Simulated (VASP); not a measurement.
# HPbNO4: single point with r2SCAN+D4

Crystal: HPbNO4.

```
H Pb N O
1.0
     3.75482   -0.25925    0.03150
     1.37142    3.73818    0.08847
     1.26110    1.14330    6.33258
H Pb N O
1 1 1 4
Direct
  0.85703 0.65307 0.61030
  0.17321 0.91057 0.87911
  0.25962 0.31020 0.31146
  0.82104 0.61098 0.76521
  0.43339 0.27079 0.13065
  0.36104 0.08385 0.47181
  0.99340 0.57634 0.32296
```

```json
{
  "Program": "VASP 6.6.1",
  "Task": "single point",
  "Functional": "r2SCAN",
  "Dispersion": "D4",
  "Potentials or basis": "VASP PAW PBE potentials, release 64 (H, Pb_d, N, O)",
  "Cutoff": "520 eV",
  "k mesh": "5 × 5 × 3",
  "Occupations": "fermi-dirac, width 0.05 eV",
  "Spin": "no spin polarisation"
}
```

The pressure is 1.2 GPa. The largest force is 0.630 eV/Å. The band gap on the k mesh is 3.25 eV (least direct gap 3.53 eV) and the dispersion energy per atom is -0.055 eV.

Forces in eV/Å, atoms in the order of the input:
```
H   -0.010 -0.013 -0.164
Pb   0.019  0.039  0.027
N    0.037 -0.060 -0.067
O   -0.008 -0.021  0.109
O    0.142 -0.161 -0.458
O    0.129 -0.331  0.495
O   -0.308  0.546  0.058
```

Stress tensor (GPa, compression positive):
```
 0.34 -0.85 -0.09
-0.85  1.33 -0.20
-0.09 -0.20  1.84
```

Levels at points of the mesh, in eV from the valence-band top:
```
           k point  band 18  band 19  band 20  band 21  band 22  band 23  band 24  band 25  band 26  band 27
(0.00, 0.00, 0.00)    -2.23    -2.01    -1.84    -1.56    -0.87     3.69     4.81     6.68     7.38     7.81
```

It took 6.6 min on 1 thread of Intel(R) Xeon(R) Platinum 8259CL CPU @ 2.50GHz (Skylake/Cascade Lake) (shared host), peak memory 0.27 GiB.

Caveat: the standard files for N, O and F lose accuracy on very short bonds; the PAW data sets were made with another functional, which shifts forces and pressure a little; spin-orbit coupling is left out, which moves the levels of the heavy elements. A k mesh can miss the band edges.
